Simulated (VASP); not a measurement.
Here is a VASP 6.6.1 calculation.

The input POSCAR:

```
LiF
1.0
    0.0000000000      2.1446105498      2.1446105498
    2.1446105498      0.0000000000      2.1446105498
    2.1446105498      2.1446105498      0.0000000000
Li F
1 1
Direct
    0.0000000000      0.0000000000      0.0000000000
    0.2500000000      0.2500000000      0.2500000000
```

Contents of INCAR.step1:

```
ALGO = Normal ; EDIFF = 1E-4
ENCUT = 520 ; GGA = PE
ISMEAR = 0 ; LASPH = T
LCHARG = F ; LREAL = F
LWAVE = T ; NBANDS = 12
NELM = 80 ; PREC = Accurate
SIGMA = 0.01
```

INCAR.step2

```
ALGO = Normal ; EDIFF = 1E-7
ENCUT = 520 ; ISIF = 2
ISMEAR = 0 ; ISTART = 1
LASPH = T ; LCHARG = T
LELF = T ; LMIXTAU = T
LREAL = F ; LVHAR = T
LWAVE = F ; METAGGA = R2SCAN
NBANDS = 12 ; NELM = 80
PREC = Accurate ; SIGMA = 0.01
```

KPOINTS

```
k-points
0
Gamma
  4 4 4
```

Potentials or basis: VASP PAW PBE potentials, release 64 (Li_sv, F).

Run with:

```bash
$ cat potpaw_PBE.64/Li_sv/POTCAR potpaw_PBE.64/F/POTCAR > POTCAR
$ cp INCAR.step1 INCAR
$ mpirun -np 1 vasp_std > vasp.out
$ cp INCAR.step2 INCAR
$ mpirun -np 1 vasp_std > vasp.out
```

Q: Estimate the band gap on the k mesh.

A: 8.76 eV, direct.

Caveat: the k points lie up to 0.63 Å⁻¹ apart; the PAW data sets were made with another functional, which shifts forces and pressure a little. r2SCAN opens gaps a little over a GGA but as a rule still falls short of measured ones.
